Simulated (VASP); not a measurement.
Sn:

```
CELL_PARAMETERS angstrom
0.00000 3.23334 3.23334
3.23334 0.00000 3.23334
3.23334 3.23334 0.00000
ATOMIC_POSITIONS crystal
Sn 0.75000 0.75000 0.75000
Sn 0.50000 0.50000 0.50000
```

Base run:

| Property | Result |
| --- | --- |
| Program | VASP 6.6.1 |
| Functional | r2SCAN |
| Potentials or basis | VASP PAW PBE potentials, release 64 (Sn_d) |
| Cutoff | 520 eV |
| k mesh | 7 × 7 × 7 |
| Occupations | fermi-dirac, width 0.05 eV |
| Spin | no spin polarisation |

Its results: band gap on the k mesh zero (filled and empty bands touch); pressure 2.2 GPa.

The run is repeated on the same cell with these changes: functional from r2SCAN to BLYP. What comes out?

Band gap on the k mesh zero (band 14 reaches 6.28 eV, above the bottom of band 15 at 6.23 eV); pressure 6.5 GPa.

Caveats: the PAW data sets were made with another functional, which shifts forces and pressure a little; spin-orbit coupling is left out, which moves the levels of the heavy elements.
